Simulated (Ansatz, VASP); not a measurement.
**In2SiH2 in VASP and in Ansatz**

```
CELL_PARAMETERS angstrom
5.24850 0.00000 0.00000
-2.62425 4.54533 0.00000
0.00000 0.00000 3.78408
ATOMIC_POSITIONS crystal
In 0.33333 0.66667 0.50000
In 0.66667 0.33333 0.50000
Si 0.00000 0.00000 0.50000
H 0.33333 0.66667 0.00000
H 0.66667 0.33333 0.00000
```

Alike in both runs: functional PBE; k mesh 3 × 3 × 3; occupations gaussian, width 0.15 eV; no spin polarisation.

Ansatz relaxed the structure, and its values are those at the end. VASP's run is a single point on that final structure, the one shown.

|  | VASP | Ansatz |
| --- | --- | --- |
| version | VASP 6.6.1 | Ansatz 0.2.0 |
| potentials or method | VASP PAW PBE potentials, release 64 (In_d, Si, H), cutoff 500 eV | scalar-relativistic, plane waves, PAW |
| valence electrons in the cell | 32 | 32 |

|  | VASP | Ansatz | Ansatz less VASP |
| --- | --- | --- | --- |
| gap on the k mesh at the Fermi level (eV) | none | none | - |
| pressure (GPa) | -0.3 | -0.2 | +0.07 |

A gap of «none» marks a metal or a gap that the smearing closes. With one functional, cell and mesh, what is left measures potentials, basis and numerics.

The k mesh is coarse, so the values compare programs but aren't converged.
